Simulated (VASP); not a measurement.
Set up this calculation in VASP 6.6.1, as the native input.

| Quantity | Value |
| --- | --- |
| Task | single point |
| Functional | PBE |
| Potentials or basis | VASP PAW PBE potentials, release 64 (Ga_d, N) |
| Cutoff | 520 eV |
| k mesh | 8 × 8 × 8 |
| Occupations | gaussian, width 0.01 eV |
| Spin | no spin polarisation |
| Dipole correction | no |
| Further INCAR settings | ALGO = Normal; EDIFF = 1e-06; NBANDS = 16 |

The structure of GaN lies in POSCAR:

```
GaN
1.0
    0.0000000000      2.2230445503      2.2230445503
    2.2230445503      0.0000000000      2.2230445503
    2.2230445503      2.2230445503      0.0000000000
Ga N
1 1
Direct
    0.0000000000      0.0000000000      0.0000000000
    0.7500000000      0.7500000000      0.7500000000
```

The input as run:

INCAR

```
SYSTEM = GaN
ALGO = Normal ; EDIFF = 1E-6
ENCUT = 520 ; GGA = PE
ISIF = 2 ; ISMEAR = 0
LASPH = .TRUE. ; LCHARG = .FALSE.
LREAL = .FALSE. ; LWAVE = .FALSE.
NBANDS = 16 ; NELM = 100
PREC = Accurate ; SIGMA = 0.01
```

KPOINTS

```
k-points
0
G
  8 8 8
  0 0 0
```

Potentials or basis: VASP PAW PBE potentials, release 64 (Ga_d, N).

Command:

```console
$ cat potpaw_PBE.64/Ga_d/POTCAR potpaw_PBE.64/N/POTCAR > POTCAR
$ mpirun -np 1 vasp_std > vasp.out
```

Results of the run:

```
Pressure               : 13.7 GPa
Band gap on the k mesh : 1.99 eV, direct
```

Run time: 18 s on 1 thread of Intel Xeon 8259CL, on a shared host, peak memory 0.14 GiB.
